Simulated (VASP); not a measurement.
The system is La.

```
CELL_PARAMETERS angstrom
-2.12383 2.12383 2.12383
2.12383 -2.12383 2.12383
2.12383 2.12383 -2.12383
ATOMIC_POSITIONS crystal
La 0.00000 0.00000 0.00000
```

| Item | Value |
| --- | --- |
| Program | VASP 6.6.1 |
| Task | relaxation of cell and atoms |
| Functional | PBEsol |
| Potentials or basis | VASP PAW PBE potentials, release 64 (La) |
| Cutoff | 600 eV |
| k mesh | 9 × 9 × 9 |
| Occupations | fermi-dirac, width 0.05 eV |
| Spin | no spin polarisation |

At the start: pressure -2.5 GPa; volume 38.32 Å³/atom.

Task: Where does the relaxation end?

Result: Over 3 steps the energy falls by 32.4 meV/atom and the volume is 34.55 Å³/atom (-9.8 %); space group Im-3m (No. 229, to 0.05 Å).

Step by step:
| step | energy change (eV) | largest force (eV/Å) | pressure (GPa) | volume (Å³) |
| --- | --- | --- | --- | --- |
| 1 | 0.0000 | 0.0000 | -2.55 | 38.32 |
| 2 | -0.0317 | 0.0000 | -0.41 | 35.04 |
| 3 | -0.0324 | 0.0000 | -0.02 | 34.55 |

Final structure:
```
La
1.0
    -2.05174    2.05174    2.05174
     2.05174   -2.05174    2.05174
     2.05174    2.05174   -2.05174
La
1
Direct
  0.00000 0.00000 0.00000
```

Caveat: the PAW data sets were made with another functional, which shifts forces and pressure a little.
